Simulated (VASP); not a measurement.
FeO (Wuestite), 2 atoms in the cell. It takes space group Fm-3m (No. 225, cubic). The conventional cell has a = 4.035 Å, b = 4.035 Å, c = 4.035 Å, α = 90.00°, β = 90.00°, γ = 90.00°. Within 2.7 Å of Fe (site symmetry m-3m) lie 6 O at 2.02 Å. Within 2.7 Å of O (site symmetry m-3m) lie 6 Fe at 2.02 Å.  This cell differs from its parent crystal: volume scaled by 0.960.

```yaml
Program: VASP 6.6.1
Task: single point
Functional: PBE
Potentials_or_basis: VASP PAW PBE potentials, release 64 (Fe, O)
Cutoff: 520 eV
k_mesh: 14 × 14 × 14
Occupations: gaussian, width 0.05 eV
Spin: no spin polarisation
Dipole_correction: no
Further_INCAR_settings: ALGO = Normal; EDIFF = 1e-07; NBANDS = 14
```

Potentials or basis: VASP PAW PBE potentials, release 64 (Fe, O).

Launch:

```bash
$ cat potpaw_PBE.64/Fe/POTCAR potpaw_PBE.64/O/POTCAR > POTCAR
$ mpirun -np 1 vasp_std > vasp.out
```

Hardware: 1 thread of AMD EPYC 7R43 64-Core Processor (Zen 3), with other jobs on the host.

Problem. Estimate the wall time of this run.

Solution. Wall time 24 s on 1 thread of AMD EPYC 7R43 64-Core Processor (Zen 3), on a shared host, peak memory 0.12 GiB. Counts: scf iterations 15, k points 104.
